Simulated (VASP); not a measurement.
# KI (P4/nmm) in VASP: further runs

Aim: see how the results for KI move with the level of theory and the settings. Levels: PBE, r2SCAN. Tasks: single point.

Program: VASP 6.6.1. These are calculated values, not measurements. Logs are shortened: lines on timing, memory, paths and dates and some standing lists are left out, and cuts for length are marked.

### 1 The cell of the first run

Symmetry: P4/nmm, No. 129, tetragonal system. Conventional cell: a = 6.144 Å, b = 6.144 Å, c = 4.338 Å, α = 90.00°, β = 90.00°, γ = 90.00°. Within 4.9 Å of K (site symmetry -4m2) lie 8 I at 3.73 to 3.80 Å and 6 K at 4.34 Å. I (site symmetry 4mm) has 8 K at 3.73 to 3.80 Å and 6 I at 4.34 to 4.35 Å within 4.9 Å.

### 2 Single point, PBE

Input file INCAR:

```
SYSTEM = KI
ALGO = Normal
EDIFF = 1E-6
ENCUT = 520
GGA = PE
ISIF = 2
ISMEAR = 0
LASPH = .TRUE.
LCHARG = .TRUE.
LELF = .TRUE.
LREAL = .FALSE.
LVHAR = .TRUE.
LWAVE = .FALSE.
NBANDS = 24
NELM = 60
PREC = Accurate
SIGMA = 0.02
```

Input file KPOINTS:

```
k-points
0
G
  4 4 6
  0 0 0
```

Input file POSCAR:

```
KI
1.0
    6.1440828087      0.0000000000      0.0000000000
    0.0000000000      6.1440828087      0.0000000000
    0.0000000000      0.0000000000      4.3380515977
K I
2 2
Direct
    0.0000000000      0.0000000000      0.0000000000
    0.5000000000      0.5000000000      0.0000000000
    0.5000000000      0.0000000000      0.5137520455
    0.0000000000      0.5000000000      0.4862479545
```

Potentials or basis: VASP PAW PBE potentials, release 64 (K_sv, I).

On the command line:

```bash
$ cat potpaw_PBE.64/K_sv/POTCAR potpaw_PBE.64/I/POTCAR > POTCAR
$ mpirun -np 1 vasp_std > vasp.out
```

OUTCAR:

```text
SYSTEM = KI
   EDIFF = 1E-6
   ENCUT = 520
   GGA = PE
   ISIF = 2
   ISMEAR = 0
   LASPH = .TRUE.
   LREAL = .FALSE.
   NELM = 60
   PREC = Accurate

 ion  position               nearest neighbor table
   1  0.000  0.000  0.000-
   2  0.500  0.500  0.000-
   3  0.500  0.000  0.514-
   4  0.000  0.500  0.486-

  LATTYP: Found a simple tetragonal cell.
 ALAT       =     6.1440828087
 C/A-ratio  =     0.7060535694

  Lattice vectors:

 A1 = (   6.1440828087,   0.0000000000,   0.0000000000)
 A2 = (   0.0000000000,   6.1440828087,   0.0000000000)
 A3 = (   0.0000000000,   0.0000000000,   4.3380515977)

Analysis of symmetry for initial positions (statically):
=====================================================================
 Subroutine PRICEL returns:
 Original cell was already a primitive cell.

 Routine SETGRP: Setting up the symmetry group for a
 simple tetragonal supercell.

 Subroutine GETGRP returns: Found 16 space group operations
 (whereof  8 operations were pure point group operations)
 out of a pool of 16 trial point group operations.

The static configuration has the point symmetry D_2d.
 The point group associated with its full space group is D_4h.

Analysis of symmetry for dynamics (positions and initial velocities):
=====================================================================
 Subroutine PRICEL returns:
 Original cell was already a primitive cell.

 Routine SETGRP: Setting up the symmetry group for a
 simple tetragonal supercell.

 Subroutine GETGRP returns: Found 16 space group operations
 (whereof  8 operations were pure point group operations)
 out of a pool of 16 trial point group operations.

The dynamic configuration has the point symmetry D_2d.
 The point group associated with its full space group is D_4h.

 Subroutine INISYM returns: Found 16 space group operations
 (whereof  8 operations are pure point group operations),
 and found     1 'primitive' translations

----------------------------------------------------------------------------------------

                                     Primitive cell

  volume of cell :     163.7604

  direct lattice vectors                    reciprocal lattice vectors
     6.144082809  0.000000000  0.000000000     0.162758223  0.000000000  0.000000000
     0.000000000  6.144082809  0.000000000     0.000000000  0.162758223  0.000000000
     0.000000000  0.000000000  4.338051598     0.000000000  0.000000000  0.230518236

  length of vectors
     6.144082809  6.144082809  4.338051598     0.162758223  0.162758223  0.230518236

  position of ions in fractional coordinates (direct lattice)
     0.000000000  0.000000000  0.000000000
     0.500000000  0.500000000  0.000000000
     0.500000000  0.000000000  0.513752045
     0.000000000  0.500000000  0.486247955

  ion indices of the primitive-cell ions
   primitive index   ion index
                 1           1
                 2           2
                 3           3
                 4           4

----------------------------------------------------------------------------------------

 KPOINTS: k-points

Automatic generation of k-mesh.
 Grid dimensions read from file:
 generate k-points for:    4    4    6

 Generating k-lattice:

  Cartesian coordinates                     Fractional coordinates (reciprocal lattice)
     0.040689556  0.000000000  0.000000000     0.250000000  0.000000000  0.000000000
     0.000000000  0.040689556  0.000000000     0.000000000  0.250000000  0.000000000
     0.000000000  0.000000000  0.038419706     0.000000000  0.000000000  0.166666667

  Length of vectors
     0.040689556  0.040689556  0.038419706

  Shift w.r.t. Gamma in fractional coordinates (k-lattice)
     0.000000000  0.000000000  0.000000000

 Subroutine IBZKPT returns following result:
 ===========================================

 Found     24 irreducible k-points:

 Following reciprocal coordinates:
            Coordinates               Weight
  0.000000  0.000000  0.000000      1.000000
  0.250000  0.000000  0.000000      4.000000
  0.500000  0.000000  0.000000      2.000000
  0.250000  0.250000  0.000000      4.000000
  0.500000  0.250000  0.000000      4.000000
  0.500000  0.500000  0.000000      1.000000
[... 16 lines left out ...]
  0.500000  0.250000  0.500000      4.000000
  0.500000  0.500000  0.500000      1.000000
   k-points           NKPTS =     24   k-points in BZ     NKDIM =     24   number of bands    NBANDS=     24
   number of dos      NEDOS =    301   number of ions     NIONS =      4
   total plane-waves  NPLWV =  73728
   dimension x,y,z NGX =    48 NGY =   48 NGZ =   32
   dimension x,y,z NGXF=    96 NGYF=   96 NGZF=   64
   ions per type =               2   2
   NGX,Y,Z   is equivalent  to a cutoff of  12.99, 12.99, 12.26 a.u.
   NGXF,Y,Z  is equivalent  to a cutoff of  25.98, 25.98, 24.53 a.u.
 SYSTEM =  KI
   PREC   = accura    normal or accurate (medium, high low for compatibility)
[... 64 lines left out ...]
 k-point     1 :       0.0000    0.0000    0.0000
  band No.  band energies     occupation
      1     -28.7572      2.00000
      2     -28.7496      2.00000
      3     -12.2819      2.00000
      4     -12.2819      2.00000
      5     -12.2101      2.00000
      6     -12.2095      2.00000
[... 16 lines left out ...]
     23       7.4720      0.00000
     24       8.9956      0.00000

 k-point     2 :       0.2500    0.0000    0.0000
  band No.  band energies     occupation
      1     -28.7561      2.00000
      2     -28.7507      2.00000
      3     -12.2854      2.00000
      4     -12.2713      2.00000
      5     -12.2359      2.00000
      6     -12.2201      2.00000
[... 16 lines left out ...]
     23       7.9562      0.00000
     24       8.6446      0.00000

 k-point     3 :       0.5000    0.0000    0.0000
  band No.  band energies     occupation
      1     -28.7534      2.00000
      2     -28.7534      2.00000
      3     -12.2751      2.00000
      4     -12.2751      2.00000
      5     -12.2457      2.00000
      6     -12.2457      2.00000
[... 16 lines left out ...]
     23       8.1086      0.00000
     24       8.1086      0.00000

 k-point     4 :       0.2500    0.2500    0.0000
  band No.  band energies     occupation
      1     -28.7553      2.00000
      2     -28.7515      2.00000
      3     -12.3139      2.00000
      4     -12.2802      2.00000
      5     -12.2411      2.00000
      6     -12.2052      2.00000
[... 16 lines left out ...]
     23       7.9791      0.00000
     24       8.2215      0.00000

 k-point     5 :       0.5000    0.2500    0.0000
  band No.  band energies     occupation
      1     -28.7533      2.00000
      2     -28.7533      2.00000
      3     -12.3190      2.00000
      4     -12.3190      2.00000
      5     -12.2141      2.00000
      6     -12.2141      2.00000
[... 16 lines left out ...]
     23       8.3248      0.00000
     24       8.3248      0.00000

 k-point     6 :       0.5000    0.5000    0.0000
  band No.  band energies     occupation
      1     -28.7533      2.00000
      2     -28.7533      2.00000
      3     -12.3455      2.00000
      4     -12.3455      2.00000
      5     -12.2002      2.00000
      6     -12.2002      2.00000
[... 16 lines left out ...]
     23       7.7266      0.00000
     24       7.7266      0.00000
[... 379 lines left out ...]
 k-point    21 :       0.5000    0.0000    0.5000
  band No.  band energies     occupation
      1     -28.7495      2.00000
      2     -28.7495      2.00000
      3     -12.2954      2.00000
      4     -12.2954      2.00000
      5     -12.2376      2.00000
      6     -12.2376      2.00000
[... 16 lines left out ...]
     23       7.7798      0.00000
     24       7.7798      0.00000

 k-point    22 :       0.2500    0.2500    0.5000
  band No.  band energies     occupation
      1     -28.7514      2.00000
      2     -28.7477      2.00000
      3     -12.3152      2.00000
      4     -12.2757      2.00000
      5     -12.2741      2.00000
      6     -12.2412      2.00000
[... 16 lines left out ...]
     23       7.9532      0.00000
     24       7.9637      0.00000

 k-point    23 :       0.5000    0.2500    0.5000
  band No.  band energies     occupation
      1     -28.7495      2.00000
      2     -28.7495      2.00000
      3     -12.2895      2.00000
      4     -12.2895      2.00000
      5     -12.2680      2.00000
      6     -12.2680      2.00000
[... 16 lines left out ...]
     23       7.4159      0.00000
     24       7.4159      0.00000

 k-point    24 :       0.5000    0.5000    0.5000
  band No.  band energies     occupation
      1     -28.7495      2.00000
      2     -28.7495      2.00000
      3     -12.2834      2.00000
      4     -12.2834      2.00000
      5     -12.2822      2.00000
      6     -12.2822      2.00000
[... 16 lines left out ...]
     23       7.4526      0.00000
     24       7.4526      0.00000

------------------------ aborting loop because EDIFF is reached ----------------------------------------

  FORCE on cell =-STRESS in cart. coord.  units (eV):
  Direction    XX          YY          ZZ          XY          YZ          ZX
  --------------------------------------------------------------------------------------
  -------------------------------------------------------------------------------------
  Total        0.0047502      0.0047502      0.0624755      0.0000000      0.0000000      0.0000000
  in kB        0.0464742      0.0464742      0.6112391      0.0000000      0.0000000      0.0000000
  external PRESSURE =       0.2347292 kB  Pullay stress =       0.0000000 kB

 VOLUME and BASIS-vectors are now :
 -----------------------------------------------------------------------------
  energy-cutoff  :      520.00
  volume of cell :      163.76
      direct lattice vectors                 reciprocal lattice vectors
     6.144082809  0.000000000  0.000000000     0.162758223  0.000000000  0.000000000
     0.000000000  6.144082809  0.000000000     0.000000000  0.162758223  0.000000000
     0.000000000  0.000000000  4.338051598     0.000000000  0.000000000  0.230518236

 POSITION                                       TOTAL-FORCE (eV/Angst)
 -----------------------------------------------------------------------------------
      0.00000      0.00000      0.00000         0.000000     -0.000000      0.000000
      3.07204      3.07204      0.00000        -0.000000     -0.000000      0.000000
      3.07204      0.00000      2.22868         0.000000     -0.000000     -0.002395
      0.00000      3.07204      2.10937        -0.000000      0.000000      0.002395
 -----------------------------------------------------------------------------------
    total drift:                                0.000000     -0.000000      0.000000

  FREE ENERGIE OF THE ION-ELECTRON SYSTEM (eV)
  ---------------------------------------------------
  free  energy   TOTEN  =       -10.8515395447 eV

  energy  without entropy=      -10.8515395447  energy(sigma->0) =      -10.85153954
```

Wall time 79 s (1 thread of Intel Xeon Platinum 8488C (Sapphire Rapids), shared host); peak memory 0.28 GiB.

What came out:

```yaml
Free_energy: -10.8515 eV
Pressure: 0.0 GPa
Band_gap_on_the_k_mesh: 3.24 eV
```

Forces in eV/Å, atoms in the order of the input:
```
K    0.000  0.000  0.000
K    0.000  0.000  0.000
I    0.000  0.000 -0.002
I    0.000  0.000  0.002
```

Caveat: spin-orbit coupling is left out, which moves the levels of the heavy elements.

### 3 Single point, PBE

Input file INCAR:

```
ALGO = Normal ; EDIFF = 1E-6
ENCUT = 520 ; GGA = PE
ISIF = 2 ; ISMEAR = 0
LASPH = T ; LCHARG = T
LELF = T ; LREAL = F
LVHAR = T ; LWAVE = F
NBANDS = 24 ; NELM = 60
PREC = Accurate ; SIGMA = 0.02
```

Input file KPOINTS:

```
k-points
0
Gamma
  4 4 6
```

POSCAR is that of step 2.

Potentials or basis: VASP PAW PBE potentials, release 64 (K_sv, I).

On the command line:

```bash
$ cat potpaw_PBE.64/K_sv/POTCAR potpaw_PBE.64/I/POTCAR > POTCAR
$ mpirun -np 1 vasp_std > vasp.out
```

Wall time 85 s (1 thread of Intel Xeon Platinum 8488C (Sapphire Rapids), shared host); peak memory 0.28 GiB.

Results (log left out):

| Quantity | Value |
| --- | --- |
| Free energy | -10.8515 eV |
| Pressure | 0.0 GPa |
| Band gap on the k mesh | 3.24 eV |

Forces on the atoms (eV/Å):
```
K    0.000  0.000  0.000
K    0.000  0.000  0.000
I    0.000  0.000 -0.002
I    0.000  0.000  0.002
```

Levels at points of the mesh, in eV from the valence-band top:
| k point | band 14 | band 15 | band 16 | band 17 | band 18 | band 19 |
| --- | --- | --- | --- | --- | --- | --- |
| (0.00, 0.00, 0.00) | -0.35 | -0.33 | 0.00 | 3.24 | 3.94 | 4.83 |
| (0.50, 0.00, 0.00) | -1.10 | -0.22 | -0.22 | 4.95 | 4.95 | 5.51 |
| (0.50, 0.50, 0.00) | -0.27 | -0.26 | -0.26 | 5.39 | 5.39 | 6.20 |
| (0.00, 0.00, 0.50) | -1.55 | -0.27 | -0.27 | 5.39 | 5.62 | 5.62 |
| (0.50, 0.00, 0.50) | -0.99 | -0.92 | -0.92 | 5.18 | 5.18 | 5.75 |
| (0.50, 0.50, 0.50) | -1.62 | -0.01 | -0.01 | 3.96 | 3.96 | 5.68 |

Caveat: spin-orbit coupling is left out, which moves the levels of the heavy elements. A hybrid or GW would open this gap; PBE tends to underestimate it.

### 4 Single point, r2SCAN

POSCAR is that of step 3.

Input file INCAR.step1:

```
  PREC = Accurate
  ENCUT = 520
  ISMEAR = 0
  SIGMA = 0.02
  LREAL = False
  LASPH = True
  NELM = 80
  NBANDS = 24
  GGA = PE
  ALGO = Normal
  EDIFF = 1E-4
  LWAVE = True
  LCHARG = False
```

Input file INCAR.step2:

```
  PREC = Accurate
  ENCUT = 520
  EDIFF = 1E-7
  ISMEAR = 0
  SIGMA = 0.02
  LREAL = False
  LASPH = True
  NELM = 80
  ALGO = Normal
  ISIF = 2
  LWAVE = False
  LCHARG = False
  METAGGA = R2SCAN
  LMIXTAU = True
  NBANDS = 24
  ISTART = 1
```

Input file KPOINTS:

```
Automatic mesh
0
Gamma
  4 4 6
```

On the command line:

```bash
$ cat potpaw_PBE.64/K_sv/POTCAR potpaw_PBE.64/I/POTCAR > POTCAR
$ cp INCAR.step1 INCAR
$ mpirun -np 1 vasp_std > vasp.out
$ cp INCAR.step2 INCAR
$ mpirun -np 1 vasp_std > vasp.out
```

It took 4 min on 1 thread of Intel Xeon Platinum 8488C (Sapphire Rapids), shared host; peak memory 0.32 GiB.

Results (log left out):

| Property | Result |
| --- | --- |
| Free energy | -67.7211 eV |
| Pressure | -0.5 GPa |
| Largest force | 0.005 eV/Å |
| Band gap on the k mesh | 3.94 eV |

Forces on the atoms (eV/Å):
```
K    0.000  0.000  0.000
K    0.000  0.000  0.000
I    0.000  0.000 -0.005
I    0.000  0.000  0.005
```

Levels at points of the mesh, in eV from the valence-band top:
| k point | band 14 | band 15 | band 16 | band 17 | band 18 | band 19 |
| --- | --- | --- | --- | --- | --- | --- |
| (0.00, 0.00, 0.00) | -0.36 | -0.34 | 0.00 | 3.94 | 4.47 | 5.32 |
| (0.50, 0.00, 0.00) | -1.11 | -0.22 | -0.22 | 5.62 | 5.62 | 6.04 |
| (0.50, 0.50, 0.00) | -0.27 | -0.26 | -0.26 | 6.04 | 6.04 | 6.74 |
| (0.00, 0.00, 0.50) | -1.58 | -0.27 | -0.27 | 6.04 | 6.12 | 6.12 |
| (0.50, 0.00, 0.50) | -1.01 | -0.93 | -0.93 | 5.76 | 5.76 | 6.27 |
| (0.50, 0.50, 0.50) | -1.65 | -0.01 | -0.01 | 4.49 | 4.49 | 6.35 |

Caveat: the PAW data sets were made with another functional, which shifts forces and pressure a little; spin-orbit coupling is left out, which moves the levels of the heavy elements.

### 5 Single point, r2SCAN

POSCAR is that of step 4.

Input file INCAR.step1:

```
SYSTEM = KI
PREC     = Accurate       ! precision mode
ENCUT    = 520            ! plane-wave cutoff, eV
ISMEAR   = 0              ! smearing method
SIGMA    = 0.02           ! smearing width, eV
LREAL    = .False.        ! projectors in reciprocal space
LASPH    = .True.         ! aspherical terms in the spheres
NELM     = 80             ! most SCF steps
NBANDS   = 24             ! bands
GGA      = PE             ! functional
ALGO     = Normal         ! electronic algorithm
EDIFF    = 1E-4           ! SCF threshold, eV
LWAVE    = .True.         ! write WAVECAR
LCHARG   = .False.        ! write CHGCAR
```

Input file INCAR.step2:

```
SYSTEM = KI
PREC     = Accurate       ! precision mode
ENCUT    = 520            ! plane-wave cutoff, eV
EDIFF    = 1E-7           ! SCF threshold, eV
ISMEAR   = 0              ! smearing method
SIGMA    = 0.02           ! smearing width, eV
LREAL    = .False.        ! projectors in reciprocal space
LASPH    = .True.         ! aspherical terms in the spheres
NELM     = 80             ! most SCF steps
ALGO     = Normal         ! electronic algorithm
ISIF     = 2              ! what is computed and relaxed
LWAVE    = .False.        ! write WAVECAR
LCHARG   = .False.        ! write CHGCAR
METAGGA  = R2SCAN         ! meta-GGA
LMIXTAU  = .True.       
NBANDS   = 24             ! bands
ISTART   = 1
```

Input file KPOINTS:

```
regular mesh
0
Gamma
  4 4 6
  0 0 0
```

On the command line:

```bash
$ cat potpaw_PBE.64/K_sv/POTCAR potpaw_PBE.64/I/POTCAR > POTCAR
$ cp INCAR.step1 INCAR
$ mpirun -np 1 vasp_std > vasp.out
$ cp INCAR.step2 INCAR
$ mpirun -np 1 vasp_std > vasp.out
```

It took 3.2 min on 1 thread of Intel Xeon Platinum 8488C (Sapphire Rapids), shared host; peak memory 0.33 GiB.

Results (log left out):

| Item | Value |
| --- | --- |
| Free energy | -67.7211 eV |
| Pressure | -0.5 GPa |
| Largest force | 0.005 eV/Å |
| Band gap on the k mesh | 3.94 eV |

Forces on the atoms (eV/Å):
```
K    0.000  0.000  0.000
K    0.000  0.000  0.000
I    0.000  0.000 -0.005
I    0.000  0.000  0.005
```

Levels at points of the mesh, in eV from the valence-band top:
| k point | band 14 | band 15 | band 16 | band 17 | band 18 | band 19 |
| --- | --- | --- | --- | --- | --- | --- |
| (0.00, 0.00, 0.00) | -0.36 | -0.34 | 0.00 | 3.94 | 4.47 | 5.32 |
| (0.50, 0.00, 0.00) | -1.11 | -0.22 | -0.22 | 5.62 | 5.62 | 6.04 |
| (0.50, 0.50, 0.00) | -0.27 | -0.26 | -0.26 | 6.04 | 6.04 | 6.74 |
| (0.00, 0.00, 0.50) | -1.58 | -0.27 | -0.27 | 6.04 | 6.12 | 6.12 |
| (0.50, 0.00, 0.50) | -1.01 | -0.93 | -0.93 | 5.76 | 5.76 | 6.27 |
| (0.50, 0.50, 0.50) | -1.65 | -0.01 | -0.01 | 4.49 | 4.49 | 6.35 |

Caveat: the PAW data sets were made with another functional, which shifts forces and pressure a little; spin-orbit coupling is left out, which moves the levels of the heavy elements.
